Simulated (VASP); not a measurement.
AlIn2N3, 6 atoms in the cell. The structure is tetragonal, space group P4/mmm (No. 123). The conventional cell has a = 4.213 Å, b = 4.213 Å, c = 6.098 Å, α = 90.00°, β = 90.00°, γ = 90.00°. Al (site symmetry 4/mmm) has 4 N at 2.11 Å within 2.8 Å. In (site symmetry mmm) has 2 N at 2.11 Å within 2.8 Å. Within 2.8 Å of N (site symmetry mmm) lie 2 Al at 2.11 Å. N (site symmetry 4/mmm) has 4 In at 2.11 Å within 2.8 Å. The cell was built from a structure type or drawn by symmetry, and may not be a known phase.

| Quantity | Value |
| --- | --- |
| Program | VASP 6.6.1 |
| Task | single point |
| Functional | PBE |
| Potentials or basis | VASP PAW PBE potentials, release 64 (Al, In_d, N) |
| Cutoff | 520 eV |
| k mesh | 4 × 4 × 4 |
| Occupations | gaussian, width 0.1 eV |
| Spin | collinear spin, ferromagnetic start |
| Starting moments | [0.0, 0.0, 0.0, 1.0, 1.0, 1.0] μB |
| Dipole correction | no |
| Further INCAR settings | ALGO = Normal; EDIFF = 1e-06; NBANDS = 35 |

Potentials or basis: VASP PAW PBE potentials, release 64 (Al, In_d, N).

Launch:

```sh
$ cat potpaw_PBE.64/Al/POTCAR potpaw_PBE.64/In_d/POTCAR potpaw_PBE.64/N/POTCAR > POTCAR
$ mpirun -np 1 vasp_std > vasp.out
```

Hardware: 1 thread of Intel(R) Xeon(R) Platinum 8488C (Sapphire Rapids), on a shared host.

Q: Estimate the wall time of this run.

A: Wall time 110 s on 1 thread of Intel(R) Xeon(R) Platinum 8488C (Sapphire Rapids), with other jobs on the host, peak memory 0.3 GiB. Counts: scf iterations 16, k points 18.
